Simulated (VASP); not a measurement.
Input of a VASP 6.6.1 run:

The input INCAR:

```
SYSTEM = Fe
  PREC = Accurate
  ENCUT = 520
  EDIFF = 1E-6
  ISMEAR = 0
  SIGMA = 0.15
  LREAL = .FALSE.
  LASPH = .TRUE.
  NELM = 150
  ALGO = Normal
  ISIF = 2
  LWAVE = .FALSE.
  LCHARG = .FALSE.
  ISPIN = 2
  MAGMOM = 2.44
  LORBIT = 11
  LMAXMIX = 4
  GGA = PE
  NBANDS = 14
```

File KPOINTS:

```
Automatic mesh
0
G
  10 10 10
  0 0 0
```

POSCAR

```
Fe
1.0
   -1.5195513979      1.4157750842      1.3166708283
    1.5195513979     -1.4157750842      1.3166708283
    1.5195513979      1.4157750842     -1.3166708283
Fe
1
Direct
    0.0000000000      0.0000000000      0.0000000000
```

Potentials or basis: VASP PAW PBE potentials, release 64 (Fe).

Run with:

```console
$ cat potpaw_PBE.64/Fe/POTCAR > POTCAR
$ mpirun -np 1 vasp_std > vasp.out
```

(1) Estimate the site moments.

(2) Predict the net moment.

(3) Estimate the pressure.

## Answers

(1) Fe +2.21 μB.

(2) 2.22 μB per cell.

(3) 2.0 GPa.

Caveat: the cell differs from its parent crystal (normal strain along x +0.0733, normal strain along z -0.0700).
